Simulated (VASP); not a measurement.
# SiPdPt3 (Pm-3m) in VASP: notebook

The runs below take SiPdPt3 through single point, relaxation of cell and atoms, with PBE.

Program: VASP 6.6.1. These are calculated values, not measurements. Logs are shortened: lines on timing, memory, paths and dates and some standing lists are left out, and cuts for length are marked.

### Step 1. The cell of the first run

Symmetry: Pm-3m, No. 221, cubic system. The conventional cell has a = 4.820 Å, b = 4.820 Å, c = 4.820 Å, α = 90.00°, β = 90.00°, γ = 90.00°. Si (site symmetry m-3m) has 12 Pt at 3.41 Å and 8 Pd at 4.17 Å within 4.5 Å. Within 3.2 Å of Pd (site symmetry m-3m) lie 6 Pt at 2.41 Å. Within 3.2 Å of Pt (site symmetry 4/mmm) lie 2 Pd at 2.41 Å.

### Step 2. Single point, PBE

The input, INCAR:

```
SYSTEM = SiPdPt3
PREC = Accurate
ENCUT = 520
EDIFF = 1E-6
ISMEAR = 0
SIGMA = 0.1
LREAL = .FALSE.
LASPH = .TRUE.
NELM = 100
ALGO = Fast
ISIF = 2
LWAVE = .FALSE.
LCHARG = .FALSE.
GGA = PE
NBANDS = 30
```

The input, KPOINTS:

```
Automatic mesh
0
G
  8 8 8
  0 0 0
```

The input, POSCAR:

```
SiPdPt3
1.0
    4.8200580436      0.0000000000      0.0000000000
    0.0000000000      4.8200580436      0.0000000000
    0.0000000000      0.0000000000      4.8200580436
Si Pd Pt
1 1 3
Direct
    0.0000000000      0.0000000000      0.0000000000
    0.5000000000      0.5000000000      0.5000000000
    0.0000000000      0.5000000000      0.5000000000
    0.5000000000      0.0000000000      0.5000000000
    0.5000000000      0.5000000000      0.0000000000
```

Potentials or basis: VASP PAW PBE potentials, release 64 (Si, Pd, Pt).

Run with:

```sh
> cat potpaw_PBE.64/Si/POTCAR potpaw_PBE.64/Pd/POTCAR potpaw_PBE.64/Pt/POTCAR > POTCAR
> mpirun -np 1 vasp_std > vasp.out
```

OUTCAR:

```text
SYSTEM = SiPdPt3
   PREC = Accurate
   ENCUT = 520
   EDIFF = 1E-6
   ISMEAR = 0
   LREAL = .FALSE.
   LASPH = .TRUE.
   NELM = 100
   ISIF = 2
   GGA = PE

 ion  position               nearest neighbor table
   1  0.000  0.000  0.000-
   2  0.500  0.500  0.500-   3 2.41   4 2.41   5 2.41   5 2.41   4 2.41   3 2.41
   3  0.000  0.500  0.500-   2 2.41   2 2.41   5 3.41   5 3.41   4 3.41   4 3.41   4 3.41   5 3.41
                             5 3.41   4 3.41
   4  0.500  0.000  0.500-   2 2.41   2 2.41   5 3.41   5 3.41   3 3.41   3 3.41   5 3.41   5 3.41
                             3 3.41   3 3.41
   5  0.500  0.500  0.000-   2 2.41   2 2.41   4 3.41   3 3.41   3 3.41   4 3.41   4 3.41   4 3.41
                             3 3.41   3 3.41

  LATTYP: Found a simple cubic cell.
 ALAT       =     4.8200580436

  Lattice vectors:

 A1 = (   4.8200580436,   0.0000000000,   0.0000000000)
 A2 = (   0.0000000000,   4.8200580436,   0.0000000000)
 A3 = (   0.0000000000,   0.0000000000,   4.8200580436)

Analysis of symmetry for initial positions (statically):
=====================================================================
 Subroutine PRICEL returns:
 Original cell was already a primitive cell.

 Routine SETGRP: Setting up the symmetry group for a
 simple cubic supercell.

 Subroutine GETGRP returns: Found 48 space group operations
 (whereof 48 operations were pure point group operations)
 out of a pool of 48 trial point group operations.

The static configuration has the point symmetry O_h .

Analysis of symmetry for dynamics (positions and initial velocities):
=====================================================================
 Subroutine PRICEL returns:
 Original cell was already a primitive cell.

 Routine SETGRP: Setting up the symmetry group for a
 simple cubic supercell.

 Subroutine GETGRP returns: Found 48 space group operations
 (whereof 48 operations were pure point group operations)
 out of a pool of 48 trial point group operations.

The dynamic configuration has the point symmetry O_h .

 Subroutine INISYM returns: Found 48 space group operations
 (whereof 48 operations are pure point group operations),
 and found     1 'primitive' translations

----------------------------------------------------------------------------------------

                                     Primitive cell

  volume of cell :     111.9842

[... 95 lines left out ...]
   LREAL  =      F    real-space projection
   EDIFFG = 0.1E-04   stopping-criterion for IOM
   NSW    =      0    number of steps for IOM
   IBRION =     -1    ionic relax: 0-MD 1-quasi-New 2-CG
   NFREE  =      0    steps in history (QN), initial steepest desc. (CG)
   ISIF   =      2    stress and relaxation
   ISYM   =      2    0-nonsym 1-usesym 2-fastsym
   POTIM  = 0.5000    time-step for ionic-motion
   TEBEG  =    0.0;   TEEND  =   0.0 temperature during run
   PSTRESS=    0.0 pullay stress
   NELECT =      44.0000    total number of electrons
   NUPDOWN=      -1.0000    fix difference up-down
   EMIN   =  10.00;   EMAX   =-10.00  energy-range for DOS
   EFERMI =   0.00;   METHOD = LEGACY
   ISMEAR =     0;   SIGMA  =   0.10  broadening in eV -4-tet -1-fermi 0-gaus
   EFERMI_NEDOS =   21; number of points for ismear=-14 and -15
   IALGO  =     68    algorithm
   IMIX   =      4    mixing-type and parameters
     AMIX     =   0.40;   BMIX     =  1.00
     AMIX_MAG =   1.60;   BMIX_MAG =  1.00
  volume/ion in A,a.u.               =      22.40       151.14
  Fermi-wavevector in a.u.,A,eV,Ry     =   1.199058  2.265891 19.561635  1.437740
  Thomas-Fermi vector in A             =   2.334930
   LORBIT       =      0    0 simple, 1 ext, 2 COOP (PROOUT), +10 PAW based schemes
   GGA     = PE    functional components
   LHFCALC =     F    Hartree Fock is set to
   AEXX    =    0.0000 exact exchange contribution
   IVDW    =     0    specifies the selected vdW correction
   LEPSILON=     F    determine dielectric tensor
   LRPA    =     F    only Hartree local field effects (RPA)
 non-spin polarized calculation
 RMM-DIIS sequential band-by-band and
 Gauss-broadening in eV      SIGMA  =   0.10
  energy-cutoff  :      520.00
  volume of cell :      111.98
 maximum number of plane-waves:      3036
 NGX is ok and might be reduce to    36
   NGX = 17   NGY = 17   NGZ = 17

 number of electron      43.9999998 magnetization

 Free energy of the ion-electron system (eV)
  ---------------------------------------------------
  ext. energy  EPLUGINS =         0.00000000
  ---------------------------------------------------
  free energy    TOTEN  =       -21.52400236 eV

  energy without entropy =      -21.47139271  energy(sigma->0) =      -21.49769753

 E-fermi :   5.2108     XC(G=0): -10.5839

 val. band max:        5.1993932399   @ k =   0.2500   0.2500   0.1250
 cond. band min:       5.2340763390   @ k =   0.3750   0.1250   0.0000
 fundamental gap:      0.0346830991
 Fermi energy:         5.2108327165

 k-point     1 :       0.0000    0.0000    0.0000
  band No.  band energies     occupation
      1      -2.6281      2.00000
      2      -0.7950      2.00000
      3      -0.7950      2.00000
      4      -0.3245      2.00000
      5       0.0264      2.00000
      6       0.0264      2.00000
[... 781 lines left out ...]
     29      10.0466      0.00000
     30      11.8753      0.00000

 [... further k-points ...]

------------------------ aborting loop because EDIFF is reached ----------------------------------------

  FORCE on cell =-STRESS in cart. coord.  units (eV):
  Direction    XX          YY          ZZ          XY          YZ          ZX
  --------------------------------------------------------------------------------------
  -------------------------------------------------------------------------------------
  Total       -0.2718464     -0.2718464     -0.2718464     -0.0000000      0.0000000     -0.0000000
  in kB       -3.8893532     -3.8893532     -3.8893532     -0.0000000      0.0000000     -0.0000000
  external PRESSURE =      -3.8893532 kB  Pullay stress =       0.0000000 kB

 VOLUME and BASIS-vectors are now :
 -----------------------------------------------------------------------------
  energy-cutoff  :      520.00
  volume of cell :      111.98
      direct lattice vectors                 reciprocal lattice vectors
     4.820058044  0.000000000  0.000000000     0.207466381  0.000000000  0.000000000
     0.000000000  4.820058044  0.000000000     0.000000000  0.207466381  0.000000000
     0.000000000  0.000000000  4.820058044     0.000000000  0.000000000  0.207466381

 POSITION                                       TOTAL-FORCE (eV/Angst)
 -----------------------------------------------------------------------------------
      0.00000      0.00000      0.00000         0.000000      0.000000      0.000000
      2.41003      2.41003      2.41003         0.000000      0.000000      0.000000
      0.00000      2.41003      2.41003         0.000000      0.000000      0.000000
      2.41003      0.00000      2.41003         0.000000      0.000000      0.000000
      2.41003      2.41003      0.00000         0.000000      0.000000      0.000000
 -----------------------------------------------------------------------------------
    total drift:                                0.000000      0.000000      0.000000

  FREE ENERGIE OF THE ION-ELECTRON SYSTEM (eV)
  ---------------------------------------------------
  free  energy   TOTEN  =       -21.5240023602 eV

  energy  without entropy=      -21.4713927091  energy(sigma->0) =      -21.49769753
```

Wall time 43 s (1 thread of Intel Xeon Platinum 8559C (Emerald Rapids), shared host); peak memory 0.28 GiB.

What came out:

| Property | Result |
| --- | --- |
| Free energy | -21.5240 eV |
| Pressure | -0.4 GPa |
| Band gap on the k mesh | zero (band 22 reaches 5.59 eV, above the bottom of band 23 at 4.61 eV) |

Caveat: spin-orbit coupling is left out, which moves the levels of the heavy elements.

### Step 3. Relaxation of cell and atoms, PBE

The input, INCAR:

```
SYSTEM = SiPdPt3
PREC     = Accurate       ! precision mode
ENCUT    = 600            ! plane-wave cutoff, eV
EDIFF    = 1E-7           ! SCF threshold, eV
ISMEAR   = 0              ! smearing method
SIGMA    = 0.1            ! smearing width, eV
LREAL    = .False.        ! projectors in reciprocal space
LASPH    = .True.         ! aspherical terms in the spheres
NELM     = 80             ! most SCF steps
ALGO     = Fast           ! electronic algorithm
ISIF     = 3              ! what is computed and relaxed
LWAVE    = .False.        ! write WAVECAR
LCHARG   = .False.        ! write CHGCAR
GGA      = PE             ! functional
IBRION   = 2              ! ionic algorithm
NSW      = 100            ! ionic steps
EDIFFG   = -0.01          ! ionic threshold
```

The input, KPOINTS:

```
regular mesh
0
Gamma
  8 8 8
  0 0 0
```

Changes to POSCAR since step 2:

```diff
@@ -2,5 +2,5 @@
 1.0
-    4.8200580436      0.0000000000      0.0000000000
-    0.0000000000      4.8200580436      0.0000000000
-    0.0000000000      0.0000000000      4.8200580436
+    4.8174176098      0.0000000000      0.0000000000
+    0.0000000000      4.8174176098      0.0000000000
+    0.0000000000      0.0000000000      4.8174176098
 Si Pd Pt
```

Potentials or basis: VASP PAW PBE potentials, release 64 (Si, Pd, Pt).

Run with:

```sh
> cat potpaw_PBE.64/Si/POTCAR potpaw_PBE.64/Pd/POTCAR potpaw_PBE.64/Pt/POTCAR > POTCAR
> mpirun -np 1 vasp_std > vasp.out
```

Wall time 8.1 min (1 thread of AMD EPYC 7R13, shared host); peak memory 0.31 GiB.

It converged, with:

```yaml
Free_energy: -21.5239 eV
Relaxed_volume: 22.31 Å³/atom
Relaxed_cell: a = 4.814 Å, b = 4.814 Å, c = 4.814 Å, α = 90.00°, β = 90.00°, γ = 90.00°
Space_group_after_relaxing_to_0.05_Å: Pm-3m (No. 221)
Energy_gained_by_relaxing: 0.0 meV/atom
Ionic_steps: 3
Pressure_after_relaxing: 0.0 GPa
Band_gap_on_the_k_mesh: zero (band 22 reaches 5.64 eV, above the bottom of band 23 at 4.64 eV)
```

Step by step:
```
step  energy change (eV)  largest force (eV/Å)  pressure (GPa)  volume (Å³)
   1              0.0000                0.0000           -0.20       111.80
   2              0.0000                0.0000            0.19       111.34
   3             -0.0002                0.0000            0.01       111.56
```

Final structure:
```cif
data_structure
_symmetry_space_group_name_H-M 'P 1'
_symmetry_Int_Tables_number 1
_cell_length_a 4.8139
_cell_length_b 4.8139
_cell_length_c 4.8139
_cell_angle_alpha 90.000
_cell_angle_beta 90.000
_cell_angle_gamma 90.000
_cell_volume 111.56
loop_
_atom_site_label
_atom_site_type_symbol
_atom_site_fract_x
_atom_site_fract_y
_atom_site_fract_z
_atom_site_occupancy
Si1 Si 0.00000 0.00000 0.00000 1
Pd1 Pd 0.50000 0.50000 0.50000 1
Pt1 Pt 0.00000 0.50000 0.50000 1
Pt2 Pt 0.50000 0.00000 0.50000 1
Pt3 Pt 0.50000 0.50000 0.00000 1
```

Levels at points of the mesh, in eV from the Fermi level:
```csv
k point,band 19,band 20,band 21,band 22,band 23,band 24,band 25,band 26
"(0.00, 0.00, 0.00)",-0.29,-0.29,0.11,0.11,0.11,0.60,0.60,4.28
"(0.50, 0.00, 0.00)",-0.68,-0.19,-0.19,0.11,0.49,1.76,1.76,3.53
"(0.50, 0.50, 0.00)",-0.98,-0.72,-0.27,-0.27,-0.17,-0.17,2.59,3.38
"(0.50, 0.50, 0.50)",-1.04,-0.62,-0.62,-0.62,-0.61,-0.61,-0.61,0.89
```

Caveat: spin-orbit coupling is left out, which moves the levels of the heavy elements.
